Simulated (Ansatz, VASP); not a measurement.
## One calculation of Ti, two programs

```
CELL_PARAMETERS angstrom
2.95000 0.00000 0.00000
-1.47500 2.55477 0.00000
0.00000 0.00000 4.68600
ATOMIC_POSITIONS crystal
Ti 0.33333 0.66667 0.25000
Ti 0.66667 0.33333 0.75000
```

Alike in both runs: task single point; functional PBE; k mesh 14 × 14 × 8; occupations fermi-dirac, width 0.28 eV; no spin polarisation.

|  | VASP | Ansatz |
| --- | --- | --- |
| version | VASP 6.6.1 | Ansatz 0.2.0 |
| potentials or method | VASP PAW PBE potentials, release 64 (Ti_sv), cutoff 520 eV | all-electron LAPW, scalar-relativistic |

|  | VASP | Ansatz | Ansatz less VASP |
| --- | --- | --- | --- |
| pressure (GPa) | 0.1 | 0.3 | +0.24 |
| traceless stress, the component that is largest in VASP (GPa) | 0.49 | 0.49 | +0.007 |

Ansatz ran all-electron here, and VASP with PAW potentials.
